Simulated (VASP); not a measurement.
## MgO: single point with PBE

MgO:

```
Mg O
1.0
     3.52132    0.00000    0.00000
     1.76066   -3.04955   -4.23938
     1.76066    3.04955   -4.23938
Mg O
4 4
Direct
  0.86637 0.46696 0.80030
  0.38922 0.94411 0.27745
  0.12779 0.55969 0.18472
  0.62779 0.01805 0.72636
  0.62075 0.70209 0.05640
  0.12075 0.22307 0.53542
  0.37199 0.29468 0.96134
  0.86952 0.79715 0.46382
```

This cell differs from its parent crystal: atoms displaced along several vibrational modes.

| Item | Value |
| --- | --- |
| Program | VASP 6.6.1 |
| Task | single point |
| Functional | PBE |
| Potentials or basis | VASP PAW PBE potentials, release 64 (Mg, O) |
| Cutoff | 520 eV |
| k mesh | 8 × 8 × 8 |
| Occupations | gaussian, width 0.05 eV |
| Spin | no spin polarisation |
| Dipole correction | no |
| Further INCAR settings | ALGO = Normal; EDIFF = 1e-07; NBANDS = 26 |

```
Pressure               : 0.9 GPa
Largest force          : 2.788 eV/Å
Band gap on the k mesh : 2.61 eV
```

Forces in eV/Å, atoms in the order of the input:
```
Mg   0.000  0.083  1.819
Mg   0.000  0.103 -2.457
Mg   0.000  2.597 -0.200
Mg   0.000 -2.773 -0.287
O    0.000 -0.862  0.528
O    0.000  0.873  0.090
O    0.000 -0.004  0.098
O    0.000 -0.016  0.409
```

Stress tensor (GPa, compression positive):
```
 1.65  0.00  0.00
 0.00 -0.96  0.05
 0.00  0.05  1.90
```

Levels at points of the mesh, in eV from the valence-band top:
| k point | band 14 | band 15 | band 16 | band 17 | band 18 | band 19 |
| --- | --- | --- | --- | --- | --- | --- |
| (0.00, 0.00, 0.00) | -0.61 | -0.54 | 0.00 | 2.61 | 6.68 | 6.72 |
| (0.50, 0.00, 0.00) | -1.04 | -0.86 | -0.37 | 5.75 | 6.77 | 8.12 |
| (0.00, 0.50, 0.00) | -1.23 | -0.44 | -0.23 | 4.57 | 5.48 | 7.94 |
| (0.00, 0.00, 0.50) | -1.21 | -0.45 | -0.23 | 4.58 | 5.47 | 7.94 |
| (0.50, 0.50, 0.00) | -1.21 | -0.64 | -0.52 | 5.62 | 6.54 | 7.36 |
| (0.00, 0.50, 0.50) | -1.31 | -1.28 | -0.34 | 5.24 | 5.66 | 6.88 |

Wall time 3.2 min on 1 thread of Intel(R) Xeon(R) 6975P-C (Granite Rapids) (shared host), peak memory 0.41 GiB.

Caveat: the cell differs from its parent crystal (atoms displaced along several vibrational modes); forces of over 1 eV/Å act on the atoms, so gaps and moduli don't describe the material at rest. A k mesh can miss the band edges.
